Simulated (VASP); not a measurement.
Here is a VASP 6.6.1 calculation.

File INCAR:

```
SYSTEM = Si4O7
  ALGO = Normal
  EDIFF = 1E-6
  ENCUT = 520
  GGA = PE
  ISIF = 2
  ISMEAR = 0
  LASPH = .True.
  LCHARG = .True.
  LELF = .True.
  LREAL = .False.
  LVHAR = .True.
  LWAVE = .False.
  NBANDS = 40
  NELM = 80
  PREC = Accurate
  SIGMA = 0.05
```

File KPOINTS:

```
k-points
0
Gamma
  4 4 4
  0 0 0
```

File POSCAR:

```
Si4O7
1.0
    5.0799801732      0.0000000000      0.0000000000
    0.0000000000      5.0799801732      0.0000000000
    0.0000000000      0.0000000000      7.0914769300
Si O
4 7
Direct
    0.2944292339      0.2944292339      0.0000000000
    0.2055707661      0.7944292339      0.2500000000
    0.7055707661      0.7055707661      0.5000000000
    0.7944292339      0.2055707661      0.7500000000
    0.4053663613      0.7409644515      0.4248320116
    0.7590355485      0.9053663613      0.6748320116
    0.5946336387      0.2590355485      0.9248320116
    0.7409644515      0.4053663613      0.5751679884
    0.9958878913      0.7334193780      0.2846175710
    0.2590355485      0.5946336387      0.0751679884
    0.0946336387      0.2409644515      0.8251679884
```

Potentials or basis: VASP PAW PBE potentials, release 64 (Si, O).

Launch:

```sh
$ cat potpaw_PBE.64/Si/POTCAR potpaw_PBE.64/O/POTCAR > POTCAR
$ mpirun -np 1 vasp_std > vasp.out
```

(1) Predict the largest force.

(2) What does it give for the pressure?

(3) Predict the band gap on the k mesh.

Answers

(1) 67.557 eV/Å.

(2) 19.6 GPa.

(3) 1.95 eV.

Caveat: the cell differs from its parent crystal (atoms taken out, atom 9 moved 0.125 of the way to it and -0.450 Å across, host rigid); atoms lie so close that the PAW spheres overlap strongly, which falsifies energies and pressures.
